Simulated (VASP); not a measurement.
**CoO: single point with PBE**

CoO:

```
Co O
1.0
    -1.50800    1.50800    2.10725
     1.50800   -1.50800    2.10725
     1.50800    1.50800   -2.10725
Co O
1 1
Direct
  0.00000 0.00000 0.00000
  0.50000 0.50000 0.00000
```

```
Program                : VASP 6.6.1
Task                   : single point
Functional             : PBE
Potentials or basis    : VASP PAW PBE potentials, release 64 (Co, O)
Cutoff                 : 600 eV
k mesh                 : 12 × 12 × 12
Occupations            : fermi-dirac, width 0.1 eV
Spin                   : collinear spin, ferromagnetic start
Starting moments       : [1.8, 0.0] μB
Dipole correction      : no
Further INCAR settings : ALGO = Normal; EDIFF = 1e-06; NBANDS = 18
```

- Pressure: -1.0 GPa
- Net moment: 2.82 μB per cell
- Site moments: Co +2.50; O +0.27 μB
- Valence electrons inside the program's atomic spheres: Co 7.81; O 4.98

Stress tensor (GPa, compression positive):
```
-1.15  0.00  0.00
 0.00 -1.15  0.00
 0.00  0.00 -0.69
```

Levels at points of the mesh, in eV from the Fermi level:
Spin up:
| k point | band 5 | band 6 | band 7 | band 8 | band 9 | band 10 | band 11 | band 12 | band 13 | band 14 |
| --- | --- | --- | --- | --- | --- | --- | --- | --- | --- | --- |
| (0.00, 0.00, 0.00) | -3.14 | -3.14 | -3.05 | -3.05 | -2.94 | 1.05 | 16.89 | 18.20 | 18.20 | 18.24 |
| (0.50, 0.00, 0.00) | -2.29 | -2.26 | -1.73 | 0.12 | 0.20 | 5.10 | 9.43 | 13.37 | 13.65 | 20.59 |
| (0.50, 0.50, 0.00) | -3.90 | -2.86 | -2.34 | -2.00 | -1.96 | 5.94 | 9.82 | 11.79 | 15.80 | 16.00 |
| (0.50, 0.50, 0.50) | -3.85 | -2.84 | -2.34 | -2.01 | -2.01 | 5.94 | 9.98 | 11.65 | 15.75 | 15.75 |
Spin down:
```
           k point  band 2  band 3  band 4  band 5  band 6  band 7  band 8  band 9  band 10  band 11
(0.00, 0.00, 0.00)   -2.68   -2.62   -2.62   -1.13   -1.12   -1.08    0.05    0.07     1.58    16.80
(0.50, 0.00, 0.00)   -7.66   -4.72   -4.68   -0.15   -0.11    0.18    2.68    2.74     5.37    10.17
(0.50, 0.50, 0.00)   -6.47   -3.93   -3.83   -2.24    0.11    0.14    0.52    1.01     6.78    10.26
(0.50, 0.50, 0.50)   -6.46   -3.92   -3.92   -2.25    0.13    0.13    0.57    0.99     6.78    10.40
```

Run time: 3.1 min on 1 thread of Intel Xeon 8259CL, with other jobs on the host, peak memory 0.23 GiB.

Caveat: a cell with one magnetic atom can't hold antiferromagnetic order, which such compounds often take; semilocal functionals often make such compounds metallic where correlation or magnetic order opens a gap, which also shifts bond lengths. With open d or f shells a metallic result of PBE can be an artefact of self-interaction; +U or a hybrid may open a gap.
